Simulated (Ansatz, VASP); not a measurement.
Two plane-wave programs on HfO2

```
Hf O
1.0
     0.00000    2.74755    2.14309
     2.74755    0.00000    2.14309
     2.74755    2.74755    0.00000
Hf O
1 2
Direct
  0.00000 0.00000 0.00000
  0.25000 0.25000 0.25000
  0.75000 0.75000 0.75000
```

Alike in both runs: task single point; functional r2SCAN; k mesh 8 × 8 × 8; occupations gaussian, width 0.05 eV; no spin polarisation.

```csv
,VASP,Ansatz
version,VASP 6.6.1,Ansatz 0.2.0
potentials or method,"VASP PAW PBE potentials, release 64 (Hf_pv, O), cutoff 520 eV","scalar-relativistic, plane waves, PAW"
valence electrons in the cell,22,38
```

|  | VASP | Ansatz | Ansatz less VASP |
| --- | --- | --- | --- |
| gap on the k mesh at the Fermi level (eV) | 0.27 | 0.30 | +0.028 |
| least direct gap on the mesh (eV) | 0.56 | 0.59 | +0.028 |
| pressure (GPa) | 1.1 | 4.7 | +3.58 |
| traceless stress, the component that is largest in VASP (GPa) | 87.65 | 86.68 | -0.969 |

VASP's potentials were made for PBE, not for r2SCAN. VASP's potentials hold 22 valence electrons a cell and Ansatz's 38, so a difference there can come from the potentials and not from the codes.

Neither program's run includes spin-orbit coupling.
